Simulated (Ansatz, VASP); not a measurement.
**One calculation of Cs, two programs**

Contents of INCAR:

```
PREC = Accurate ; ENCUT = 600
EDIFF = 1E-6 ; ISMEAR = -1
SIGMA = 0.1 ; LREAL = False
LASPH = True ; NELM = 100
ALGO = Normal ; ISIF = 3
LWAVE = False ; LCHARG = False
IBRION = 2 ; NSW = 60
EDIFFG = -0.005
```

KPOINTS

```
Automatic mesh
0
Gamma
  9 9 5
```

POSCAR

```
Cs
1.0
    5.1525456203      0.0000000000      0.0000000000
   -2.5762728102      4.4622354014      0.0000000000
    0.0000000000      0.0000000000      8.3471239049
Cs
2
Direct
    0.3333333333      0.6666666667      0.2500000000
    0.6666666667      0.3333333333      0.7500000000
```

Input for Ansatz:

```yaml
crystal:
  lattice:
    - [5.1525456203, 0.0, 0.0]
    - [-2.5762728102, 4.4622354014, 0.0]
    - [0.0, 0.0, 8.3471239049]
  atoms:
    - { symbol: Cs, position: [0.3333333333, 0.6666666667, 0.25] }
    - { symbol: Cs, position: [0.6666666667, 0.3333333333, 0.75] }
kpoints:
  mp_grid: { grid: [9, 9, 5] }
scf:
  occupations: { method: fermi_dirac, width: 0.1 }
hamiltonian:
  xc: lda
  pseudopotentials: { kind: paw }
output:
  forces: true
  stress: true
relax:
  f_tol: 0.005
  max_steps: 40
  cell: {}
```

Alike in both runs: task relaxation of cell and atoms; functional LDA; k mesh 9 × 9 × 5; occupations fermi-dirac, width 0.1 eV; no spin polarisation.

```csv
,VASP,Ansatz
version,VASP 6.6.1,Ansatz 0.2.0
potentials or method,"VASP PAW LDA potentials, release 64 (Cs_sv)","PAW with Ansatz's default frozen-core files, scalar-relativistic"
plane-wave cutoff (eV),600,420
valence electrons in the cell,18,18
```

```csv
,VASP,Ansatz,Ansatz less VASP
relaxed volume (Å³/atom),95.86,95.96,+0.098
relaxed cell length with the largest relative difference (Å),8.396,8.347,-0.0493
```

LDA's correlation is that of Perdew and Zunger in VASP and of Perdew and Wang (1992) in Ansatz.

Spin-orbit coupling is off throughout.
